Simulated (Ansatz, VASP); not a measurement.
Ca in VASP and in Ansatz

Contents of INCAR:

```
SYSTEM = Ca
PREC = Accurate
ENCUT = 520
EDIFF = 1E-8
ISMEAR = -4
SIGMA = 0.1
LREAL = .FALSE.
LASPH = .TRUE.
NELM = 60
ALGO = Normal
ISIF = 2
LWAVE = .FALSE.
LCHARG = .FALSE.
GGA = PE
LEFG = .TRUE.
ISYM = 0
NBANDS = 17
```

File KPOINTS:

```
regular mesh
0
G
  11 11 6
  0 0 0
```

The input POSCAR:

```
Ca
1.0
    3.9504811935      0.0000000000      0.0000000000
   -1.9752405967      3.4212170707      0.0000000000
    0.0000000000      0.0000000000      6.6178000000
Ca
2
Direct
    0.3333333333      0.6666666667      0.2500000000
    0.6666666667      0.3333333333      0.7500000000
```

Input for Ansatz:

```yaml
crystal:
  lattice:
    - [3.9504811935, 0.0, 0.0]
    - [-1.9752405967, 3.4212170707, 0.0]
    - [0.0, 0.0, 6.6178]
  atoms:
    - { symbol: Ca, position: [0.3333333333, 0.6666666667, 0.25] }
    - { symbol: Ca, position: [0.6666666667, 0.3333333333, 0.75] }
  symmetry: { detect: false }
kpoints:
  mp_grid: { grid: [11, 11, 6] }
scf:
  occupations: { method: tetrahedron_uncorrected }
hamiltonian:
  xc: pbe
  pseudopotentials: { kind: all_electron, datasets: crystal }
output:
  forces: true
  stress: true
  eigenvalues: true
  efg: { contact_densities: true }
```

Alike in both runs: task electric field gradients; functional PBE; k mesh 11 × 11 × 6; no spin polarisation.

```csv
,VASP,Ansatz
version,VASP 6.6.1,Ansatz 0.2.0
potentials or method,"VASP PAW PBE potentials, release 64 (Ca_sv), cutoff 520 eV","all-electron PAW with datasets made for the crystal, scalar-relativistic"
occupations,tetrahedron,tetrahedron-uncorrected
```

|  | VASP | Ansatz | Ansatz less VASP |
| --- | --- | --- | --- |
| gap on the k mesh at the Fermi level (eV) | none | none | - |
| pressure (GPa) | -0.9 | -0.9 | -0.01 |
| traceless stress, the component that is largest in VASP (GPa) | -0.49 | -0.48 | +0.010 |

A gap of «none» marks a metal or a gap that the smearing closes. Ansatz ran all-electron here, and VASP with PAW potentials.
